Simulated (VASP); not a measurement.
Input of a VASP 6.6.1 run:

File INCAR:

```
PREC = Accurate ; ENCUT = 520
EDIFF = 1E-6 ; ISMEAR = 1
SIGMA = 0.1 ; LREAL = F
LASPH = T ; NELM = 100
ALGO = Normal ; ISIF = 2
LWAVE = F ; LCHARG = T
GGA = PE ; LELF = T
LVHAR = T ; NBANDS = 32
```

KPOINTS

```
regular mesh
0
Gamma
  5 5 5
```

File POSCAR:

```
Sn3Te
1.0
    4.8656220000      0.0000000000      0.0000000000
    0.0000000000      4.8656220000      0.0000000000
    0.0000000000      0.0000000000      4.8656220000
Sn Te
3 1
Direct
    0.5205523569      0.5000000000      0.0000000000
    0.5000000000      0.0000000000      0.5000000000
    0.0000000000      0.5000000000      0.5000000000
    0.0000000000      0.0000000000      0.0000000000
```

Potentials or basis: VASP PAW PBE potentials, release 64 (Sn_d, Te).

The run is started by

```bash
$ cat potpaw_PBE.64/Sn_d/POTCAR potpaw_PBE.64/Te/POTCAR > POTCAR
$ mpirun -np 1 vasp_std > vasp.out
```

Problem. What does it give for the largest force?

Solution. 0.140 eV/Å.

Problem. Estimate the pressure.

Solution. 0.8 GPa.

Problem. Predict the band gap on the k mesh.

Solution. Zero (band 24 reaches 9.45 eV, above the bottom of band 25 at 7.41 eV).

Stress tensor (GPa, compression positive):
```
0.73 0.00 0.00
0.00 0.90 0.00
0.00 0.00 0.78
```

Caveat: spin-orbit coupling is left out, which moves the levels of the heavy elements.
